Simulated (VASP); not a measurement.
Wanted: the native input for a VASP 6.6.1 run.

```yaml
Task: relaxation of cell and atoms
Functional: PBEsol
Potentials_or_basis: VASP PAW PBE potentials, release 64 (Sb, Pt)
Cutoff: 600 eV
k_mesh: 12 × 12 × 8
Occupations: gaussian, width 0.1 eV
Spin: no spin polarisation
Target_pressure: 90 GPa
Dipole_correction: no
Further_INCAR_settings: ALGO = Normal; EDIFF = 1e-06; IBRION = 2; EDIFFG = -0.008; NSW = 70; ISIF = 3
```

The structure of SbPt lies in POSCAR:

```
SbPt
1.0
    3.7486135571      0.0000000000      0.0000000000
   -1.8743067785      3.2463945694      0.0000000000
    0.0000000000      0.0000000000      5.0683229875
Sb Pt
2 2
Direct
    0.3333333333      0.6666666667      0.2500000000
    0.6666666667      0.3333333333      0.7500000000
    0.0000000000      0.0000000000      0.0000000000
    0.0000000000      0.0000000000      0.5000000000
```

The input as run:

INCAR

```
  PREC = Accurate
  ENCUT = 600
  EDIFF = 1E-6
  ISMEAR = 0
  SIGMA = 0.1
  LREAL = F
  LASPH = T
  NELM = 100
  ALGO = Normal
  ISIF = 3
  LWAVE = F
  LCHARG = F
  GGA = PS
  IBRION = 2
  NSW = 70
  EDIFFG = -0.008
  PSTRESS = 900.0
```

KPOINTS

```
regular mesh
0
Gamma
  12 12 8
```

Potentials or basis: VASP PAW PBE potentials, release 64 (Sb, Pt).

The run is started by

```sh
$ cat potpaw_PBE.64/Sb/POTCAR potpaw_PBE.64/Pt/POTCAR > POTCAR
$ mpirun -np 1 vasp_std > vasp.out
```

Results of the run:

```yaml
Relaxed_volume: 15.28 Å³/atom
Relaxed_cell: a = 3.723 Å, b = 3.723 Å, c = 5.092 Å, α = 90.00°, β = 90.00°, γ = 120.00°
Space_group_after_relaxing_to_0.1_Å: P6_3/mmc (No. 194)
Energy_change_on_relaxing_the_run_minimises_the_enthalpy: +77.8 meV/atom
Ionic_steps: 6
Pressure_after_relaxing: 90.0 GPa
Band_gap_on_the_k_mesh: zero (bands 15 and 16 overlap by 5.88 eV)
```

Caveat: the cell is relaxed towards a set pressure, so the run minimises the enthalpy, not the energy; the PAW data sets were made with another functional, which shifts forces and pressure a little; spin-orbit coupling is left out, which moves the levels of the heavy elements.

Run time: 3.5 min on 1 thread of AMD EPYC 9R45 96-Core Processor (Zen 5), on a shared host, peak memory 0.26 GiB.
